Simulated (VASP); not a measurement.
# Mo (Im-3m) in VASP: notebook, part 2 of 2

VASP 6.6.1. Earlier steps stand in the parts before.

## 4. Single point, PBEsol

This run uses another cell than the first one, of 14.32 Å³/atom, 0.919 times its volume.

Input file INCAR:

```
SYSTEM = Mo
PREC = Accurate ; ENCUT = 520
EDIFF = 1E-6 ; ISMEAR = -1
SIGMA = 0.1 ; LREAL = .False.
LASPH = .True. ; NELM = 80
ALGO = Normal ; ISIF = 2
LWAVE = .False. ; LCHARG = .True.
GGA = PS ; LELF = .True.
LVHAR = .True. ; NBANDS = 13
```

Input file KPOINTS:

```
regular mesh
0
Gamma
  20 20 20
  0 0 0
```

Input file POSCAR:

```
Mo
1.0
   -1.5297522475      1.5297522475      1.5297522475
    1.5297522475     -1.5297522475      1.5297522475
    1.5297522475      1.5297522475     -1.5297522475
Mo
1
Direct
    0.0000000000      0.0000000000      0.0000000000
```

Potentials or basis: VASP PAW PBE potentials, release 64 (Mo_sv).

Run with:

```console
cat potpaw_PBE.64/Mo_sv/POTCAR > POTCAR
mpirun -np 1 vasp_std > vasp.out
```

OUTCAR:

```text
SYSTEM = Mo
   PREC = Accurate
   ENCUT = 520
   EDIFF = 1E-6
   ISMEAR = -1
   LREAL = .False.
   LASPH = .True.
   NELM = 80
   ISIF = 2
   GGA = PS

 ion  position               nearest neighbor table
   1  0.000  0.000  0.000-

  LATTYP: Found a body centered cubic cell.
 ALAT       =     3.0595044950

  Lattice vectors:

 A1 = (  -1.5297522475,   1.5297522475,   1.5297522475)
 A2 = (   1.5297522475,  -1.5297522475,   1.5297522475)
 A3 = (   1.5297522475,   1.5297522475,  -1.5297522475)

Analysis of symmetry for initial positions (statically):
=====================================================================
 Subroutine PRICEL returns:
 Original cell was already a primitive cell.

 Routine SETGRP: Setting up the symmetry group for a
 body centered cubic supercell.

 Subroutine GETGRP returns: Found 48 space group operations
 (whereof 48 operations were pure point group operations)
 out of a pool of 48 trial point group operations.

The static configuration has the point symmetry O_h .

Analysis of symmetry for dynamics (positions and initial velocities):
=====================================================================
 Subroutine PRICEL returns:
 Original cell was already a primitive cell.

 Routine SETGRP: Setting up the symmetry group for a
 body centered cubic supercell.

 Subroutine GETGRP returns: Found 48 space group operations
 (whereof 48 operations were pure point group operations)
 out of a pool of 48 trial point group operations.

The dynamic configuration has the point symmetry O_h .

 Subroutine INISYM returns: Found 48 space group operations
 (whereof 48 operations are pure point group operations),
 and found     1 'primitive' translations

----------------------------------------------------------------------------------------

[... 114 lines left out ...]
   LORBIT       =      0    0 simple, 1 ext, 2 COOP (PROOUT), +10 PAW based schemes
   GGA     = PS    functional components
   LHFCALC =     F    Hartree Fock is set to
   AEXX    =    0.0000 exact exchange contribution
   IVDW    =     0    specifies the selected vdW correction
   LEPSILON=     F    determine dielectric tensor
   LRPA    =     F    only Hartree local field effects (RPA)
 non-spin polarized calculation
  energy-cutoff  :      520.00
  volume of cell :       14.32
 maximum number of plane-waves:       402
   NGX =  9   NGY =  9   NGZ =  9

 number of electron      14.0000000 magnetization

 Free energy of the ion-electron system (eV)
  ---------------------------------------------------
  ext. energy  EPLUGINS =         0.00000000
  ---------------------------------------------------
  free energy    TOTEN  =       -11.71954192 eV

  energy without entropy =      -11.69947818  energy(sigma->0) =      -11.70951005

 E-fermi :  13.9492     XC(G=0): -14.0303

 val. band max:       13.9317093262   @ k =   0.3500   0.1000   0.0500
 cond. band min:      13.9503304536   @ k =  -0.2500   0.3000   0.1000
 fundamental gap:      0.0186211274
 Fermi energy:        13.9492213543

 k-point     1 :       0.0000    0.0000    0.0000
  band No.  band energies     occupation
      1     -47.2956      2.00000
      2     -20.3474      2.00000
      3     -20.3474      2.00000
      4     -20.3474      2.00000
      5       6.3765      2.00000
      6      12.3785      2.00000
      7      12.3785      2.00000
      8      12.3785      2.00000
      9      15.7348      0.00000
     10      15.7348      0.00000
     11      28.8472      0.00000
     12      28.8472      0.00000
     13      28.8472      0.00000
[... 354 lines left out ...]
  band No.  band energies     occupation
      1     -47.0352      2.00000
      2     -21.6093      2.00000
      3     -20.7575      2.00000
      4     -20.4245      2.00000
      5       8.8762      2.00000
      6      10.8000      2.00000
      7      12.1862      2.00000
      8      15.0511      0.00003
      9      16.3421      0.00000
     10      16.8733      0.00000
     11      28.6717      0.00000
     12      30.2877      0.00000
     13      34.1841      0.00000

 [... further k-points ...]

------------------------ aborting loop because EDIFF is reached ----------------------------------------

  FORCE on cell =-STRESS in cart. coord.  units (eV):
  Direction    XX          YY          ZZ          XY          YZ          ZX
  --------------------------------------------------------------------------------------
  -------------------------------------------------------------------------------------
  Total        2.0332116      2.0332116      2.0332116     -0.0000000     -0.0000000      0.0000000
  in kB      227.4939621    227.4939621    227.4939621     -0.0000000     -0.0000000      0.0000000
  external PRESSURE =     227.4939621 kB  Pullay stress =       0.0000000 kB

 VOLUME and BASIS-vectors are now :
 -----------------------------------------------------------------------------
  energy-cutoff  :      520.00
  volume of cell :       14.32
      direct lattice vectors                 reciprocal lattice vectors
    -1.529752248  1.529752248  1.529752248     0.000000000  0.326850312  0.326850312
     1.529752248 -1.529752248  1.529752248     0.326850312  0.000000000  0.326850312
     1.529752248  1.529752248 -1.529752248     0.326850312  0.326850312  0.000000000

 POSITION                                       TOTAL-FORCE (eV/Angst)
 -----------------------------------------------------------------------------------
      0.00000      0.00000      0.00000         0.000000      0.000000      0.000000
 -----------------------------------------------------------------------------------
    total drift:                                0.000000      0.000000      0.000000

  FREE ENERGIE OF THE ION-ELECTRON SYSTEM (eV)
  ---------------------------------------------------
  free  energy   TOTEN  =       -11.7195419191 eV

  energy  without entropy=      -11.6994781778  energy(sigma->0) =      -11.70951005
```

OSZICAR:

```text
N       E                     dE             d eps       ncg     rms          rms(c)
DAV:   1     0.902056935005E+02    0.90206E+02   -0.80578E+03  6709   0.112E+03
DAV:   2    -0.113057882171E+02   -0.10151E+03   -0.97588E+02  7581   0.314E+02
DAV:   3    -0.123978614819E+02   -0.10921E+01   -0.10899E+01  7451   0.325E+01
DAV:   4    -0.124002041587E+02   -0.23427E-02   -0.23426E-02  7491   0.181E+00
DAV:   5    -0.124002179529E+02   -0.13794E-04   -0.13795E-04  7551   0.123E-01    0.193E+01
DAV:   6    -0.118202571231E+02    0.57996E+00   -0.65440E-01  6851   0.101E+01    0.607E+00
DAV:   7    -0.117250080283E+02    0.95249E-01   -0.15462E-01  7376   0.470E+00    0.812E-01
DAV:   8    -0.117195385990E+02    0.54694E-02   -0.39878E-03  6886   0.817E-01    0.157E-01
DAV:   9    -0.117195360895E+02    0.25095E-05   -0.74197E-05  7851   0.104E-01    0.824E-02
DAV:  10    -0.117195416371E+02   -0.55476E-05   -0.98176E-06  7001   0.383E-02    0.460E-03
DAV:  11    -0.117195419191E+02   -0.28199E-06   -0.76886E-08  3713   0.320E-03
   1 F= -.11719542E+02 E0= -.11709510E+02  d E =-.200637E-01
```

Run time: 16 s. Hardware: 1 thread of Intel Xeon 6975P-C (Granite Rapids), shared host; peak memory 0.16 GiB.

Results:

| Item | Value |
| --- | --- |
| Free energy | -11.7195 eV |
| Pressure | 22.7 GPa |
| Band gap on the k mesh | zero (band 7 reaches 18.47 eV, above the bottom of band 8 at 12.38 eV) |

Caveat: the PAW data sets were made with another functional, which shifts forces and pressure a little.

## 5. Relaxation of cell and atoms, PBEsol, target pressure 22 GPa, at which the enthalpy is minimised

This run uses another cell than the first one, of 14.28 Å³/atom, 0.916 times its volume.

Input file INCAR:

```
SYSTEM = Mo
ALGO = Normal
EDIFF = 1E-6
EDIFFG = -0.002
ENCUT = 600
GGA = PS
IBRION = 2
ISIF = 3
ISMEAR = -1
LASPH = .True.
LCHARG = .False.
LREAL = .False.
LWAVE = .False.
NELM = 80
NSW = 80
PREC = Accurate
PSTRESS = 220.0
SIGMA = 0.1
```

Input file KPOINTS:

```
k-points
0
Gamma
  20 20 20
  0 0 0
```

Input file POSCAR:

```
Mo
1.0
   -1.5282568015      1.5282568015      1.5282568015
    1.5282568015     -1.5282568015      1.5282568015
    1.5282568015      1.5282568015     -1.5282568015
Mo
1
Direct
    0.0000000000      0.0000000000      0.0000000000
```

Run with:

```console
cat potpaw_PBE.64/Mo_sv/POTCAR > POTCAR
mpirun -np 1 vasp_std > vasp.out
```

Wall time 39 s (1 thread of Intel Xeon 6975P-C (Granite Rapids), shared host); peak memory 0.19 GiB.

The run converged. Its results:

- Free energy: -11.7230 eV
- Relaxed volume: 14.34 Å³/atom
- Relaxed cell: a = 2.651 Å, b = 2.651 Å, c = 2.651 Å, α = 109.47°, β = 109.47°, γ = 109.47°
- Space group after relaxing (to 0.05 Å): Im-3m (No. 229)
- Energy change on relaxing (the enthalpy is what falls): -9.5 meV/atom
- Ionic steps: 4
- Pressure after relaxing: 22.0 GPa
- Band gap on the k mesh: zero (band 7 reaches 18.42 eV, above the bottom of band 8 at 12.35 eV)

Step by step:
| step | energy change (eV) | largest force (eV/Å) | pressure (GPa) | volume (Å³) |
| --- | --- | --- | --- | --- |
| 1 | 0.0000 | 0.0000 | 23.75 | 14.28 |
| 2 | -0.0398 | 0.0000 | 15.69 | 14.60 |
| 3 | -0.0097 | 0.0000 | 21.96 | 14.35 |
| 4 | -0.0095 | 0.0000 | 22.01 | 14.34 |

Final structure:
```
Mo
1.0
    -1.53062    1.53062    1.53062
     1.53062   -1.53062    1.53062
     1.53062    1.53062   -1.53062
Mo
1
Direct
  0.00000 0.00000 0.00000
```

Levels at points of the mesh, in eV from the Fermi level:
```tsv
k point	band 3	band 4	band 5	band 6	band 7	band 8	band 9	band 10	band 11
(0.00, 0.00, 0.00)	-34.30	-34.30	-7.57	-1.57	-1.57	-1.57	1.78	1.78	14.90
(0.50, 0.00, 0.00)	-34.88	-34.32	-5.91	-3.87	1.87	1.96	2.58	5.40	12.07
(0.50, 0.50, 0.50)	-35.55	-35.55	-6.19	-6.19	4.51	4.51	4.51	9.70	9.70
```

Caveat: the cell is relaxed towards a set pressure, so the enthalpy falls and the energy may rise; the PAW data sets were made with another functional, which shifts forces and pressure a little.

## 6. Overview

| task | cell | k mesh | cutoff (eV) | smearing | gap on the mesh (eV) | pressure (GPa) |
| --- | --- | --- | --- | --- | --- | --- |
| relaxation of cell and atoms | relaxed to 22 GPa from a = 2.725 Å, angles 109.5°, 1 atom | 8 × 8 × 8 | 600 | gaussian 0.1 eV | none | 22.0 |
| relaxation of cell and atoms | relaxed to 22 GPa from a = 2.650 Å, angles 109.5°, 1 atom | 10 × 10 × 10 | 600 | gaussian 0.1 eV | none | 21.6 |
| single point | a = 2.650 Å, angles 109.5°, 1 atom | 20 × 20 × 20 | 520 | fermi-dirac 0.1 eV | none | 22.7 |
| relaxation of cell and atoms | relaxed to 22 GPa from a = 2.647 Å, angles 109.5°, 1 atom | 20 × 20 × 20 | 600 | fermi-dirac 0.1 eV | none | 22.0 |

Alike in all rows: level PBEsol; potentials or basis VASP PAW PBE potentials, release 64 (Mo_sv); no spin polarisation.

Caveats: the PAW data sets were made with another functional, which shifts forces and pressure a little; the cell is relaxed towards a set pressure, so the enthalpy falls and the energy may rise (some runs); the relaxation stopped at its first step, so nothing moved (some runs).

Absolute energies hang on the potentials; compare differences alone.
